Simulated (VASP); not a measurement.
# Li2SiS3 (P6/mmm) in VASP: a series of runs

Runs on Li2SiS3. Level: PBE. Tasks: single point, relaxation of cell and atoms.

Everything below comes from runs of VASP 6.6.1. Logs are shortened: lines on timing, memory, paths and dates and some standing lists are left out, and cuts for length are marked.

## Step 1: The cell of the first run

The structure is hexagonal, space group P6/mmm (No. 191). The conventional cell has a = 5.607 Å, b = 5.607 Å, c = 3.833 Å, α = 90.00°, β = 90.00°, γ = 120.00°. Li (site symmetry -6m2) has 6 S at 2.51 Å and 3 Li at 3.24 Å within 3.3 Å. Within 3.7 Å of Si (site symmetry 6/mmm) lie 6 S at 2.80 Å. Within 3.3 Å of S (site symmetry mmm) lie 4 Li at 2.51 Å and 4 S at 2.80 Å and 2 Si at 2.80 Å.

## Step 2: Single point, PBE

The input, INCAR:

```
SYSTEM = Li2SiS3
PREC     = Accurate       ! precision mode
ENCUT    = 520            ! plane-wave cutoff, eV
EDIFF    = 1E-6           ! SCF threshold, eV
ISMEAR   = 0              ! smearing method
SIGMA    = 0.1            ! smearing width, eV
LREAL    = .FALSE.        ! projectors in reciprocal space
LASPH    = .TRUE.         ! aspherical terms in the spheres
NELM     = 100            ! most SCF steps
ALGO     = Normal         ! electronic algorithm
ISIF     = 2              ! what is computed and relaxed
LWAVE    = .FALSE.        ! write WAVECAR
LCHARG   = .FALSE.        ! write CHGCAR
GGA      = PE             ! functional
NBANDS   = 23             ! bands
```

The input, KPOINTS:

```
regular mesh
0
G
  12 12 10
  0 0 0
```

The input, POSCAR:

```
Li2SiS3
1.0
    5.6074837508      0.0000000000      0.0000000000
   -2.8037418754      4.8562233795      0.0000000000
    0.0000000000      0.0000000000      3.8333132952
Li Si S
2 1 3
Direct
    0.3333333333      0.6666666667      0.0000000000
    0.6666666667      0.3333333333      0.0000000000
    0.0000000000      0.0000000000      0.5000000000
    0.5000000000      0.0000000000      0.5000000000
    0.0000000000      0.5000000000      0.5000000000
    0.5000000000      0.5000000000      0.5000000000
```

Potentials or basis: VASP PAW PBE potentials, release 64 (Li_sv, Si, S).

On the command line:

```console
$ cat potpaw_PBE.64/Li_sv/POTCAR potpaw_PBE.64/Si/POTCAR potpaw_PBE.64/S/POTCAR > POTCAR
$ mpirun -np 1 vasp_std > vasp.out
```

OUTCAR:

```text
SYSTEM = Li2SiS3
   PREC = Accurate
   ENCUT = 520
   EDIFF = 1E-6
   ISMEAR = 0
   LREAL = .FALSE.
   LASPH = .TRUE.
   NELM = 100
   ISIF = 2
   GGA = PE

 ion  position               nearest neighbor table
   1  0.333  0.667  0.000-   4 2.51   4 2.51   5 2.51   5 2.51   6 2.51   6 2.51
   2  0.667  0.333  0.000-   4 2.51   4 2.51   5 2.51   5 2.51   6 2.51   6 2.51
   3  0.000  0.000  0.500-   5 2.80   6 2.80   5 2.80   6 2.80   4 2.80   4 2.80
   4  0.500  0.000  0.500-   1 2.51   2 2.51   1 2.51   2 2.51   3 2.80   3 2.80
   5  0.000  0.500  0.500-   1 2.51   2 2.51   1 2.51   2 2.51   3 2.80   3 2.80
   6  0.500  0.500  0.500-   1 2.51   2 2.51   1 2.51   2 2.51   3 2.80   3 2.80

  LATTYP: Found a hexagonal cell.
 ALAT       =     5.6074837508
 C/A-ratio  =     0.6836066702

  Lattice vectors:

 A1 = (   5.6074837508,   0.0000000000,   0.0000000000)
 A2 = (  -2.8037418754,   4.8562233795,   0.0000000000)
 A3 = (   0.0000000000,   0.0000000000,   3.8333132952)

Analysis of symmetry for initial positions (statically):
=====================================================================
 Subroutine PRICEL returns:
 Original cell was already a primitive cell.

 Routine SETGRP: Setting up the symmetry group for a
 hexagonal supercell.

 Subroutine GETGRP returns: Found 24 space group operations
 (whereof 24 operations were pure point group operations)
 out of a pool of 24 trial point group operations.

The static configuration has the point symmetry D_6h.

Analysis of symmetry for dynamics (positions and initial velocities):
=====================================================================
 Subroutine PRICEL returns:
 Original cell was already a primitive cell.

 Routine SETGRP: Setting up the symmetry group for a
 hexagonal supercell.

 Subroutine GETGRP returns: Found 24 space group operations
 (whereof 24 operations were pure point group operations)
 out of a pool of 24 trial point group operations.

The dynamic configuration has the point symmetry D_6h.

 Subroutine INISYM returns: Found 24 space group operations
 (whereof 24 operations are pure point group operations),
 and found     1 'primitive' translations

----------------------------------------------------------------------------------------

[... 94 lines left out ...]
   ISPIN  =      1    spin polarized calculation?
   LNONCOLLINEAR =      F non collinear calculations
   LSORBIT =      F    spin-orbit coupling
   LASPH  =      T    aspherical Exc in radial PAW
   ENCUT  =  520.0 eV  38.22 Ry    6.18 a.u.  10.43 10.43  7.13*2*pi/ulx,y,z
   NELM   =    100;   NELMIN=  2; NELMDL= -5     # of ELM steps
   EDIFF  = 0.1E-05   stopping-criterion for ELM
   LREAL  =      F    real-space projection
   EDIFFG = 0.1E-04   stopping-criterion for IOM
   NSW    =      0    number of steps for IOM
   IBRION =     -1    ionic relax: 0-MD 1-quasi-New 2-CG
   NFREE  =      0    steps in history (QN), initial steepest desc. (CG)
   ISIF   =      2    stress and relaxation
   ISYM   =      2    0-nonsym 1-usesym 2-fastsym
   POTIM  = 0.5000    time-step for ionic-motion
   TEBEG  =    0.0;   TEEND  =   0.0 temperature during run
   PSTRESS=    0.0 pullay stress
   NELECT =      28.0000    total number of electrons
   NUPDOWN=      -1.0000    fix difference up-down
   EMIN   =  10.00;   EMAX   =-10.00  energy-range for DOS
   EFERMI =   0.00;   METHOD = LEGACY
   ISMEAR =     0;   SIGMA  =   0.10  broadening in eV -4-tet -1-fermi 0-gaus
   EFERMI_NEDOS =   21; number of points for ismear=-14 and -15
   IALGO  =     38    algorithm
   IMIX   =      4    mixing-type and parameters
     AMIX     =   0.40;   BMIX     =  1.00
     AMIX_MAG =   1.60;   BMIX_MAG =  1.00
  volume/ion in A,a.u.               =      17.40       117.40
  Fermi-wavevector in a.u.,A,eV,Ry     =   1.055797  1.995167 15.166520  1.114708
  Thomas-Fermi vector in A             =   2.191009
   LORBIT       =      0    0 simple, 1 ext, 2 COOP (PROOUT), +10 PAW based schemes
   GGA     = PE    functional components
   LHFCALC =     F    Hartree Fock is set to
   AEXX    =    0.0000 exact exchange contribution
   IVDW    =     0    specifies the selected vdW correction
   LEPSILON=     F    determine dielectric tensor
   LRPA    =     F    only Hartree local field effects (RPA)
 non-spin polarized calculation
 Gauss-broadening in eV      SIGMA  =   0.10
  energy-cutoff  :      520.00
  volume of cell :      104.39
 maximum number of plane-waves:      2846
 NGX is ok and might be reduce to    42
   NGX = 21   NGY = 21   NGZ = 15

 number of electron      28.0000026 magnetization

 Free energy of the ion-electron system (eV)
  ---------------------------------------------------
  ext. energy  EPLUGINS =         0.00000000
  ---------------------------------------------------
  free energy    TOTEN  =       -22.59670071 eV

  energy without entropy =      -22.58672345  energy(sigma->0) =      -22.59171208

 E-fermi :   4.5695     XC(G=0):  -9.3265

 val. band max:        4.5511566390   @ k =   0.1667   0.0000   0.2000
 cond. band min:       4.5736876546   @ k =   0.2500   0.2500   0.0000
 fundamental gap:      0.0225310157
 Fermi energy:         4.5694780451

 k-point     1 :       0.0000    0.0000    0.0000
  band No.  band energies     occupation
      1     -41.1645      2.00000
      2     -41.1591      2.00000
      3     -10.0918      2.00000
      4      -7.1832      2.00000
      5      -7.1832      2.00000
      6      -1.9235      2.00000
[... 613 lines left out ...]
     22      10.7426      0.00000
     23      12.1720      0.00000

 [... further k-points ...]
[... 5 lines left out ...]
  --------------------------------------------------------------------------------------
  -------------------------------------------------------------------------------------
  Total       -0.0799617     -0.0799617     -0.0593429      0.0000000     -0.0000000      0.0000000
  in kB       -1.2273030     -1.2273030     -0.9108326      0.0000000     -0.0000000      0.0000000
  external PRESSURE =      -1.1218129 kB  Pullay stress =       0.0000000 kB

 VOLUME and BASIS-vectors are now :
 -----------------------------------------------------------------------------
  energy-cutoff  :      520.00
  volume of cell :      104.39
      direct lattice vectors                 reciprocal lattice vectors
     5.607483751  0.000000000  0.000000000     0.178333107  0.102960667  0.000000000
    -2.803741875  4.856223380  0.000000000     0.000000000  0.205921335  0.000000000
     0.000000000  0.000000000  3.833313295     0.000000000  0.000000000  0.260870929

 POSITION                                       TOTAL-FORCE (eV/Angst)
 -----------------------------------------------------------------------------------
     -0.00000      3.23748      0.00000        -0.000000      0.000000      0.000000
      2.80374      1.61874      0.00000         0.000000      0.000000     -0.000000
      0.00000      0.00000      1.91666         0.000000      0.000000      0.000000
      2.80374      0.00000      1.91666         0.000000      0.000000      0.000000
     -1.40187      2.42811      1.91666         0.000000      0.000000      0.000000
      1.40187      2.42811      1.91666         0.000000      0.000000      0.000000
 -----------------------------------------------------------------------------------
    total drift:                               -0.000000      0.000000      0.000000

  FREE ENERGIE OF THE ION-ELECTRON SYSTEM (eV)
  ---------------------------------------------------
  free  energy   TOTEN  =       -22.5967007088 eV

  energy  without entropy=      -22.5867234495  energy(sigma->0) =      -22.59171208
```

OSZICAR:

```text
N       E                     dE             d eps       ncg     rms          rms(c)
DAV:   1     0.145432485449E+03    0.14543E+03   -0.11903E+04  5244   0.115E+03
DAV:   2    -0.612326398652E+01   -0.15156E+03   -0.14353E+03  6671   0.234E+02
DAV:   3    -0.225400559707E+02   -0.16417E+02   -0.16180E+02  8715   0.619E+01
DAV:   4    -0.234737087841E+02   -0.93365E+00   -0.92705E+00  7899   0.148E+01
DAV:   5    -0.235139179806E+02   -0.40209E-01   -0.40206E-01  7573   0.257E+00    0.114E+01
DAV:   6    -0.226213792050E+02    0.89254E+00   -0.34526E+00  6310   0.554E+00    0.699E+00
DAV:   7    -0.225986716332E+02    0.22708E-01   -0.21013E-01  6602   0.205E+00    0.393E+00
DAV:   8    -0.225964647313E+02    0.22069E-02   -0.69472E-02  6609   0.124E+00    0.296E-01
DAV:   9    -0.225961911768E+02    0.27355E-03   -0.47821E-03  6877   0.342E-01    0.131E-01
DAV:  10    -0.225966049710E+02   -0.41379E-03   -0.13485E-03  6644   0.164E-01    0.118E-01
DAV:  11    -0.225966911175E+02   -0.86147E-04   -0.17113E-04  6714   0.659E-02    0.260E-02
DAV:  12    -0.225967011519E+02   -0.10034E-04   -0.17550E-05  6940   0.205E-02    0.119E-02
DAV:  13    -0.225967007088E+02    0.44302E-06   -0.10438E-06  5987   0.502E-03
   1 F= -.22596701E+02 E0= -.22591712E+02  d E =-.997726E-02
```

stdout:

```text
POSCAR found type information on POSCAR LiSiS
 POSCAR found :  3 types and       6 ions
 scaLAPACK will be used
 LDA part: xc-table for (Slater+PW92), standard interpolation
 POSCAR, INCAR and KPOINTS ok, starting setup
 FFT: planning ... GRIDC
 FFT: planning ... GRID_SOFT
 FFT: planning ... GRID
 WAVECAR not read
 entering main loop
```

Run time: 1.7 min. Hardware: 1 thread of Intel Xeon 6975P-C (Granite Rapids), shared host; peak memory 0.36 GiB.

Results:

| Property | Result |
| --- | --- |
| Free energy | -22.5967 eV |
| Band gap on the k mesh | zero (band 14 reaches 5.84 eV, above the bottom of band 15 at 3.80 eV) |

Caveat: the cutoff is under 1.25 times the usual one of these potentials, so pressure, stress and relaxed cells hold a basis-set (Pulay) error.

(Part 1 of 2 ends here.)
